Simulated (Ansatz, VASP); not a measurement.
Two plane-wave programs on Ti

INCAR

```
SYSTEM = Ti
PREC = Accurate
ENCUT = 500
EDIFF = 1E-6
ISMEAR = -5
SIGMA = 0.1
LREAL = .False.
LASPH = .True.
NELM = 120
ALGO = Normal
ISIF = 2
LWAVE = .False.
LCHARG = .True.
GGA = PE
LELF = .True.
LVHAR = .True.
NBANDS = 12
GGA_COMPAT = .False.
```

Contents of KPOINTS:

```
Automatic mesh
0
Gamma
  12 12 12
  0 0 0
```

POSCAR

```
Ti
1.0
   -1.6532500000      1.6532500000      1.6532500000
    1.6532500000     -1.6532500000      1.6532500000
    1.6532500000      1.6532500000     -1.6532500000
Ti
1
Direct
    0.0000000000      0.0000000000      0.0000000000
```

Input for Ansatz:

```yaml
crystal:
  lattice:
    - [-1.65325, 1.65325, 1.65325]
    - [1.65325, -1.65325, 1.65325]
    - [1.65325, 1.65325, -1.65325]
  atoms:
    - { symbol: Ti, position: [0.0, 0.0, 0.0] }
hamiltonian:
  xc: pbe
  pseudopotentials: { kind: paw }
basis:
  ecutwfc: 420
kpoints:
  mp_grid: { grid: [12, 12, 12] }
scf:
  occupations: { method: tetrahedron }
  lower_state_search: "off"
  max_iter: 80
output:
  forces: true
  stress: true
```

Alike in both runs: task single point; functional PBE; k mesh 12 × 12 × 12; occupations tetrahedron; no spin polarisation.

|  | VASP | Ansatz |
| --- | --- | --- |
| version | VASP 6.6.1 | Ansatz 0.2.0 |
| potentials or method | VASP PAW PBE potentials, release 64 (Ti_sv), cutoff 500 eV | PAW, plane waves, scalar-relativistic |
| valence electrons in the cell | 12 | 12 |

Ansatz gave:

| Item | Value |
| --- | --- |
| pressure (GPa) | -4.8 |

Problem. Estimate VASP's values.

Solution. Pressure (GPa): -5.0.

Ansatz's warnings: band table not solved further, tetrahedron derivatives may miss energy slope.
